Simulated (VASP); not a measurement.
Wanted: the native input for a VASP 6.6.1 run.

| Item | Value |
| --- | --- |
| Task | single point |
| Functional | PBE |
| Potentials or basis | VASP PAW PBE potentials, release 64 (La, Ta_pv, O) |
| Cutoff | 520 eV |
| k mesh | 4 × 4 × 4 |
| Occupations | gaussian, width 0.1 eV |
| Spin | collinear spin |
| Starting moments | [0.0, 0.0, 0.0, 0.0, 1.0, 0.0] μB |
| Dipole correction | no |
| Further INCAR settings | ALGO = Normal; EDIFF = 1e-07; NBANDS = 44 |

The structure of La4TaO lies in POSCAR:

```
La4TaO
1.0
    0.0000000000      4.1817696300      4.1817696300
    4.1817696300      0.0000000000      4.1817696300
    4.1817696300      4.1817696300      0.0000000000
La Ta O
4 1 1
Direct
    0.6250080000      0.6250080000      0.6250080000
    0.6250080000      0.1249760000      0.6250080000
    0.1249760000      0.6250080000      0.6250080000
    0.6250080000      0.6250080000      0.1249760000
    0.2500000000      0.2500000000      0.2500000000
    0.0000000000      0.0000000000      0.0000000000
```

The cell was built from a structure type or drawn by symmetry, and may not be a known phase.

These files were run (other wordings do the same):

INCAR

```
SYSTEM = La4TaO
PREC     = Accurate       ! precision mode
ENCUT    = 520            ! plane-wave cutoff, eV
EDIFF    = 1E-7           ! SCF threshold, eV
ISMEAR   = 0              ! smearing method
SIGMA    = 0.1            ! smearing width, eV
LREAL    = .False.        ! projectors in reciprocal space
LASPH    = .True.         ! aspherical terms in the spheres
NELM     = 150            ! most SCF steps
ALGO     = Normal         ! electronic algorithm
ISIF     = 2              ! what is computed and relaxed
LWAVE    = .False.        ! write WAVECAR
LCHARG   = .False.        ! write CHGCAR
ISPIN    = 2              ! spin polarisation
MAGMOM   = 0 0 0 0 1 0    ! initial moments
LORBIT   = 11             ! projections on sites
LMAXMIX  = 6              ! l up to which the mixer works
GGA      = PE             ! functional
NBANDS   = 44             ! bands
```

KPOINTS

```
regular mesh
0
Gamma
  4 4 4
  0 0 0
```

Potentials or basis: VASP PAW PBE potentials, release 64 (La, Ta_pv, O).

Command:

```console
$ cat potpaw_PBE.64/La/POTCAR potpaw_PBE.64/Ta_pv/POTCAR potpaw_PBE.64/O/POTCAR > POTCAR
$ mpirun -np 1 vasp_std > vasp.out
```

Results of the run:

| Quantity | Value |
| --- | --- |
| Pressure | 8.1 GPa |
| Net moment | 0.00 μB per cell |
| Valence electrons inside the program's atomic spheres | La 9.15; Ta 8.66; O 4.73 |

Caveat: the cell stands under pressure.

It took 8.1 min on 1 thread of Intel Xeon 8259CL, with other jobs on the host, peak memory 0.46 GiB.
